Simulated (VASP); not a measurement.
# Ba (Im-3m) in VASP: notebook, part 4 of 4

VASP 6.6.1. The steps go on from the part before.

**5. Single point, r2SCAN**

The input, POSCAR:

```
Ba
1.0
   -2.5367939014      2.5367939014      2.5367939014
    2.5367939014     -2.5367939014      2.5367939014
    2.5367939014      2.5367939014     -2.5367939014
Ba
1
Direct
    0.0000000000      0.0000000000      0.0000000000
```

The input, INCAR.step1:

```
PREC = Accurate
ENCUT = 520
ISMEAR = 1
SIGMA = 0.03
LREAL = False
LASPH = True
NELM = 80
NBANDS = 11
GGA = PE
ALGO = Normal
EDIFF = 1E-4
LWAVE = True
LCHARG = False
```

The input, INCAR.step2:

```
PREC = Accurate
ENCUT = 520
EDIFF = 1E-6
ISMEAR = 1
SIGMA = 0.03
LREAL = False
LASPH = True
NELM = 80
ALGO = Normal
ISIF = 2
LWAVE = False
LCHARG = False
METAGGA = R2SCAN
LMIXTAU = True
NBANDS = 11
ISTART = 1
```

The input, KPOINTS:

```
Automatic mesh
0
Gamma
  9 9 9
```

Potentials or basis: VASP PAW PBE potentials, release 64 (Ba_sv).

Started as:

```
$ cat potpaw_PBE.64/Ba_sv/POTCAR > POTCAR
$ cp INCAR.step1 INCAR
$ mpirun -np 1 vasp_std > vasp.out
$ cp INCAR.step2 INCAR
$ mpirun -np 1 vasp_std > vasp.out
```

OUTCAR:

```text
PREC = Accurate
   ENCUT = 520
   EDIFF = 1E-6
   ISMEAR = 1
   LREAL = False
   LASPH = True
   NELM = 80
   ISIF = 2
   METAGGA = R2SCAN
   ISTART = 1

 ion  position               nearest neighbor table
   1  0.000  0.000  0.000-

  LATTYP: Found a body centered cubic cell.
 ALAT       =     5.0735878028

  Lattice vectors:

 A1 = (  -2.5367939014,   2.5367939014,   2.5367939014)
 A2 = (   2.5367939014,  -2.5367939014,   2.5367939014)
 A3 = (   2.5367939014,   2.5367939014,  -2.5367939014)

Analysis of symmetry for initial positions (statically):
=====================================================================
 Subroutine PRICEL returns:
 Original cell was already a primitive cell.

 Routine SETGRP: Setting up the symmetry group for a
 body centered cubic supercell.

 Subroutine GETGRP returns: Found 48 space group operations
 (whereof 48 operations were pure point group operations)
 out of a pool of 48 trial point group operations.

The static configuration has the point symmetry O_h .

Analysis of symmetry for dynamics (positions and initial velocities):
=====================================================================
 Subroutine PRICEL returns:
 Original cell was already a primitive cell.

 Routine SETGRP: Setting up the symmetry group for a
 body centered cubic supercell.

 Subroutine GETGRP returns: Found 48 space group operations
 (whereof 48 operations were pure point group operations)
 out of a pool of 48 trial point group operations.

The dynamic configuration has the point symmetry O_h .

 Subroutine INISYM returns: Found 48 space group operations
 (whereof 48 operations are pure point group operations),
 and found     1 'primitive' translations

----------------------------------------------------------------------------------------

                                     Primitive cell
[... 113 lines left out ...]
   LORBIT       =      0    0 simple, 1 ext, 2 COOP (PROOUT), +10 PAW based schemes
   METAGGA = R2SCAN    functional components
   LHFCALC =     F    Hartree Fock is set to
   AEXX    =    0.0000 exact exchange contribution
   IVDW    =     0    specifies the selected vdW correction
   LEPSILON=     F    determine dielectric tensor
   LRPA    =     F    only Hartree local field effects (RPA)
 non-spin polarized calculation
 Methfessel and Paxton  Order N= 1 SIGMA  =   0.03
  energy-cutoff  :      520.00
  volume of cell :       65.30
 maximum number of plane-waves:      1775
 NGX is ok and might be reduce to    36
   NGX = 17   NGY = 17   NGZ = 17

 number of electron      10.0000000 magnetization

 Free energy of the ion-electron system (eV)
  ---------------------------------------------------
  ext. energy  EPLUGINS =         0.00000000
  ---------------------------------------------------
  free energy    TOTEN  =       -26.43279170 eV

  energy without entropy =      -26.43272420  energy(sigma->0) =      -26.43276920

 E-fermi :   1.6429     XC(G=0):  -7.7082

 val. band max:        1.6221173202   @ k =  -0.4444  -0.4444   0.2222
 cond. band min:       1.6526611631   @ k =  -0.3333   0.3333   0.3333
 fundamental gap:      0.0305438430
 Fermi energy:         1.6428742535

 k-point     1 :       0.0000    0.0000    0.0000
  band No.  band energies     occupation
      1     -28.3718      2.00000
      2     -12.9216      2.00000
      3     -12.9216      2.00000
      4     -12.9216      2.00000
      5      -1.2584      2.00000
      6       3.7053      0.00000
      7       3.7053      0.00000
      8       3.7053      0.00000
      9       5.0097      0.00000
     10       5.0097      0.00000
     11       8.7916      0.00000
[... 309 lines left out ...]
 k-point    24 :      -0.4444   -0.4444    0.1111
  band No.  band energies     occupation
      1     -28.3248      2.00000
      2     -13.2998      2.00000
      3     -13.1181      2.00000
      4     -12.9879      2.00000
      5       1.2703      2.00000
      6       2.1420     -0.00000
      7       2.7146      0.00000
      8       4.2746      0.00000
      9       5.7695      0.00000
     10       7.1924      0.00000
     11       7.7420      0.00000

 [... further k-points ...]

------------------------ aborting loop because EDIFF is reached ----------------------------------------

  FORCE on cell =-STRESS in cart. coord.  units (eV):
  Direction    XX          YY          ZZ          XY          YZ          ZX
  --------------------------------------------------------------------------------------
  -------------------------------------------------------------------------------------
  Total        0.0109521      0.0109521      0.0109521      0.0000000      0.0000000      0.0000000
  in kB        0.2687163      0.2687163      0.2687163      0.0000000      0.0000000      0.0000000
  external PRESSURE =       0.2687163 kB  Pullay stress =       0.0000000 kB

 VOLUME and BASIS-vectors are now :
 -----------------------------------------------------------------------------
  energy-cutoff  :      520.00
  volume of cell :       65.30
      direct lattice vectors                 reciprocal lattice vectors
    -2.536793901  2.536793901  2.536793901     0.000000000  0.197099181  0.197099181
     2.536793901 -2.536793901  2.536793901     0.197099181  0.000000000  0.197099181
     2.536793901  2.536793901 -2.536793901     0.197099181  0.197099181  0.000000000

 POSITION                                       TOTAL-FORCE (eV/Angst)
 -----------------------------------------------------------------------------------
      0.00000      0.00000      0.00000         0.000000      0.000000      0.000000
 -----------------------------------------------------------------------------------
    total drift:                               -0.000000      0.000000      0.000000

  FREE ENERGIE OF THE ION-ELECTRON SYSTEM (eV)
  ---------------------------------------------------
  free  energy   TOTEN  =       -26.4327916960 eV

  energy  without entropy=      -26.4327241951  energy(sigma->0) =      -26.43276920
```

OUTCAR.step1:

```text
PREC = Accurate
   ENCUT = 520
   ISMEAR = 1
   LREAL = False
   LASPH = True
   NELM = 80
[... 551 lines left out ...]

 POSITION                                       TOTAL-FORCE (eV/Angst)
 -----------------------------------------------------------------------------------
      0.00000      0.00000      0.00000         0.000000     -0.000000      0.000000
 -----------------------------------------------------------------------------------
    total drift:                               -0.000000      0.000000      0.000000

  FREE ENERGIE OF THE ION-ELECTRON SYSTEM (eV)
  ---------------------------------------------------
  free  energy   TOTEN  =        -1.9047197800 eV

  energy  without entropy=       -1.9042777042  energy(sigma->0) =       -1.90457242
```

It took 59 s on 1 thread of Intel Xeon 6975P-C (Granite Rapids), shared host; peak memory 0.21 GiB.

What came out:

```
Free energy            : -26.4328 eV
Pressure               : 0.0 GPa
Band gap on the k mesh : zero (bands 5 and 6 overlap by 0.94 eV)
```

Levels at points of the mesh, in eV from the Fermi level:
| k point | band 1 | band 2 | band 3 | band 4 | band 5 | band 6 | band 7 | band 8 | band 9 | band 10 |
| --- | --- | --- | --- | --- | --- | --- | --- | --- | --- | --- |
| (0.00, 0.00, 0.00) | -30.01 | -14.56 | -14.56 | -14.56 | -2.90 | 2.06 | 2.06 | 2.06 | 3.37 | 3.37 |

Caveat: the PAW data sets were made with another functional, which shifts forces and pressure a little; spin-orbit coupling is left out, which moves the levels of the heavy elements.

**6. Single point, r2SCAN**

POSCAR is that of step 5.

The input, INCAR.step1:

```
PREC     = Accurate       # precision mode
ENCUT    = 520            # plane-wave cutoff, eV
ISMEAR   = 1              # smearing method
SIGMA    = 0.1            # smearing width, eV
LREAL    = False          # projectors in reciprocal space
LASPH    = True           # aspherical terms in the spheres
NELM     = 60             # most SCF steps
NBANDS   = 11             # bands
GGA      = PE             # functional
ALGO     = Normal         # electronic algorithm
EDIFF    = 1E-4           # SCF threshold, eV
LWAVE    = True           # write WAVECAR
LCHARG   = False          # write CHGCAR
```

The input, INCAR.step2:

```
PREC     = Accurate       # precision mode
ENCUT    = 520            # plane-wave cutoff, eV
EDIFF    = 1E-6           # SCF threshold, eV
ISMEAR   = 1              # smearing method
SIGMA    = 0.1            # smearing width, eV
LREAL    = False          # projectors in reciprocal space
LASPH    = True           # aspherical terms in the spheres
NELM     = 60             # most SCF steps
ALGO     = Normal         # electronic algorithm
ISIF     = 2              # what is computed and relaxed
LWAVE    = False          # write WAVECAR
LCHARG   = False          # write CHGCAR
METAGGA  = R2SCAN         # meta-GGA
LMIXTAU  = True         
NBANDS   = 11             # bands
ISTART   = 1
```

KPOINTS is that of step 5.

Potentials or basis: VASP PAW PBE potentials, release 64 (Ba_sv).

Started as:

```
$ cat potpaw_PBE.64/Ba_sv/POTCAR > POTCAR
$ cp INCAR.step1 INCAR
$ mpirun -np 1 vasp_std > vasp.out
$ cp INCAR.step2 INCAR
$ mpirun -np 1 vasp_std > vasp.out
```

It took 74 s on 1 thread of Intel Xeon 6975P-C (Granite Rapids), shared host; peak memory 0.21 GiB.

The run converged. Its results:

```yaml
Free_energy: -26.4334 eV
Pressure: 0.0 GPa
Band_gap_on_the_k_mesh: zero (bands 5 and 6 overlap by 0.94 eV)
```

Levels at points of the mesh, in eV from the Fermi level:
```csv
k point,band 3,band 4,band 5,band 6,band 7,band 8
"(0.00, 0.00, 0.00)",-14.56,-14.56,-2.90,2.07,2.07,2.07
```

Caveat: the PAW data sets were made with another functional, which shifts forces and pressure a little; spin-orbit coupling is left out, which moves the levels of the heavy elements.

**7. Single point, r2SCAN, non-collinear spin, zero start, spin-orbit coupling**

The input, POSCAR:

```
Ba
1.0
   -2.5367938902      2.5367938902      2.5367938902
    2.5367938902     -2.5367938902      2.5367938902
    2.5367938902      2.5367938902     -2.5367938902
Ba
1
Direct
    0.0000000000      0.0000000000      0.0000000000
```

The input, INCAR.step1:

```
SYSTEM = Ba
PREC = Accurate
ENCUT = 520
ISMEAR = -1
SIGMA = 0.1
LREAL = .FALSE.
LASPH = .TRUE.
NELM = 150
LNONCOLLINEAR = .TRUE.
MAGMOM = 0 0 0
LSORBIT = .TRUE.
GGA_COMPAT = .FALSE.
NBANDS = 21
GGA = PE
ALGO = Normal
EDIFF = 1E-4
LWAVE = .TRUE.
LCHARG = .FALSE.
```

The input, INCAR.step2:

```
SYSTEM = Ba
PREC = Accurate
ENCUT = 520
EDIFF = 1E-7
ISMEAR = -1
SIGMA = 0.1
LREAL = .FALSE.
LASPH = .TRUE.
NELM = 150
ALGO = Normal
ISIF = 2
LWAVE = .FALSE.
LCHARG = .FALSE.
LNONCOLLINEAR = .TRUE.
MAGMOM = 0 0 0
LORBIT = 11
LSORBIT = .TRUE.
GGA_COMPAT = .FALSE.
LORBMOM = .TRUE.
METAGGA = R2SCAN
LMIXTAU = .TRUE.
NBANDS = 21
ISTART = 1
```

The input, KPOINTS:

```
regular mesh
0
G
  9 9 9
  0 0 0
```

Started as:

```
$ cat potpaw_PBE.64/Ba_sv/POTCAR > POTCAR
$ cp INCAR.step1 INCAR
$ mpirun -np 1 vasp_ncl > vasp.out
$ cp INCAR.step2 INCAR
$ mpirun -np 1 vasp_ncl > vasp.out
```

It took 19 min on 1 thread of Intel Xeon 8259CL, shared host; peak memory 0.49 GiB.

Results (log left out):

```yaml
Free_energy: -26.6408 eV
Pressure: 0.0 GPa
Net_moment: 0.00 μB per cell
Valence_electrons_inside_the_program's_atomic_spheres: Ba 7.89
```

Moments on the atoms (μB; x, y, z):
```
Ba  0.00 0.00 0.00
```

Caveat: the PAW data sets were made with another functional, which shifts forces and pressure a little.

**8. Summary**

| spin | smearing | gap on the mesh (eV) | pressure (GPa) |
| --- | --- | --- | --- |
| off | gaussian 0.6 eV | none | 0.2 |
| off | gaussian 1 eV | none | 0.5 |
| off | methfessel-paxton 0.01 eV | none | 0.0 |
| off | methfessel-paxton 0.03 eV | none | 0.0 |
| off | methfessel-paxton 0.1 eV | none | 0.0 |
| non-collinear, zero start, SOC | fermi-dirac 0.1 eV | - | 0.0 |

Alike in all rows: task single point; level r2SCAN; potentials or basis VASP PAW PBE potentials, release 64 (Ba_sv); cell as given; k mesh 9 × 9 × 9; cutoff (eV) 520.

Caveats: the PAW data sets were made with another functional, which shifts forces and pressure a little; spin-orbit coupling is left out, which moves the levels of the heavy elements (at least some runs); so wide a smearing shifts energies and pressures (at least some runs).

Absolute energies hang on the potentials; compare differences alone.
